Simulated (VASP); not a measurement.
A run of VASP 6.6.1:

INCAR

```
SYSTEM = Sc
  PREC = Accurate
  ENCUT = 520
  EDIFF = 1E-7
  ISMEAR = -1
  SIGMA = 0.1
  LREAL = .FALSE.
  LASPH = .TRUE.
  NELM = 60
  ALGO = Normal
  ISIF = 2
  LWAVE = .FALSE.
  LCHARG = .FALSE.
  GGA = PS
  IVDW = 12
  NBANDS = 30
```

File KPOINTS:

```
regular mesh
0
G
  6 6 6
  0 0 0
```

Contents of POSCAR:

```
Sc
1.0
   -3.0321083712      3.0321083712      2.6572508881
    3.0321083712     -3.0321083712      2.6572508881
    3.0321083712      3.0321083712     -2.6572508881
Sc
4
Direct
    0.1637304900      0.3362695100      0.5000000000
    0.6637304900      0.1637304900      0.8274609700
    0.3362695100      0.8362695100      0.1725390300
    0.8362695100      0.6637304900      0.5000000000
```

Potentials or basis: VASP PAW PBE potentials, release 64 (Sc_sv).

Run with:

```bash
$ cat potpaw_PBE.64/Sc_sv/POTCAR > POTCAR
$ mpirun -np 1 vasp_std > vasp.out
```

Hardware: 1 thread of Intel(R) Xeon(R) Platinum 8488C (Sapphire Rapids) (shared host).

Estimate the wall time of this run.

Wall time 100 s on 1 thread of Intel(R) Xeon(R) Platinum 8488C (Sapphire Rapids), with other jobs on the host, peak memory 0.27 GiB. Counts: scf iterations 14, k points 30.
